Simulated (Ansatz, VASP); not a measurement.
# TiO2: VASP beside Ansatz

```
Ti O
1.0
     4.59220    0.00000    0.00000
     0.00000    4.59220    0.00000
     0.00000    0.00000    2.95740
Ti O
2 4
Direct
  0.00000 0.00000 0.00000
  0.50000 0.50000 0.50000
  0.30459 0.30459 0.00000
  0.19541 0.80459 0.50000
  0.69541 0.69541 0.00000
  0.80459 0.19541 0.50000
```

Alike in both runs: functional r2SCAN; k mesh 6 × 6 × 9; no spin polarisation.

Ansatz relaxed the structure, and its values are those at the end. VASP's run is a single point on that final structure, the one shown.

|  | VASP | Ansatz |
| --- | --- | --- |
| version | VASP 6.6.1 | Ansatz 0.2.0 |
| potentials or method | VASP PAW PBE potentials, release 64 (Ti_sv, O) | scalar-relativistic, plane waves, PAW |
| plane-wave cutoff (eV) | 520 | 500 |
| occupations | gaussian, width 0.01 eV | fixed |
| valence electrons in the cell | 48 | 48 |

VASP gave:

```
gap on the k mesh at the Fermi level (eV) : 2.23
least direct gap on the mesh (eV)         : 2.23
pressure (GPa)                            : 1.4
rms of the force components (eV/Å)        : 0.015
```

Q: Estimate Ansatz's values.

A: gap on the k mesh at the Fermi level (eV): 2.22; least direct gap on the mesh (eV): 2.22; pressure (GPa): 0.1; rms of the force components (eV/Å): 0.000.

VASP's potentials were made for PBE, not for r2SCAN. Ansatz's warnings: stress scf threshold loose.
